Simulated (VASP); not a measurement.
Here is a VASP 6.6.1 calculation.

Contents of INCAR:

```
PREC = Accurate ; ENCUT = 520
EDIFF = 1E-6 ; ISMEAR = -1
SIGMA = 0.05 ; LREAL = False
LASPH = True ; NELM = 100
ALGO = Normal ; ISIF = 2
LWAVE = False ; LCHARG = False
GGA = PS ; IVDW = 13
NBANDS = 16
```

KPOINTS

```
regular mesh
0
Gamma
  10 10 8
```

The input POSCAR:

```
ZrB2
1.0
    3.1909939893      0.0000000000      0.0000000000
   -1.5954969947      2.7634818581      0.0000000000
    0.0000000000      0.0000000000      3.5563980329
Zr B
1 2
Direct
    0.0000000000      0.0000000000      0.0000000000
    0.6666666667      0.3333333333      0.5000000000
    0.3333333333      0.6666666667      0.5000000000
```

Potentials or basis: VASP PAW PBE potentials, release 64 (Zr_sv, B).

Run with:

```bash
$ cat potpaw_PBE.64/Zr_sv/POTCAR potpaw_PBE.64/B/POTCAR > POTCAR
$ mpirun -np 1 vasp_std > vasp.out
```

**Question.** What does it give for the band gap on the k mesh?

**Answer.** Zero (band 9 reaches 10.76 eV, above the bottom of band 10 at 9.98 eV).

**Question.** Estimate the dispersion energy per atom.

**Answer.** -0.177 eV.

Stress tensor (GPa, compression positive):
```
-11.11   0.00   0.00
  0.00 -11.11   0.00
  0.00   0.00 -11.86
```

Caveat: the PAW data sets were made with another functional, which shifts forces and pressure a little; pairwise dispersion overbinds metals, which lowers pressure and volume.
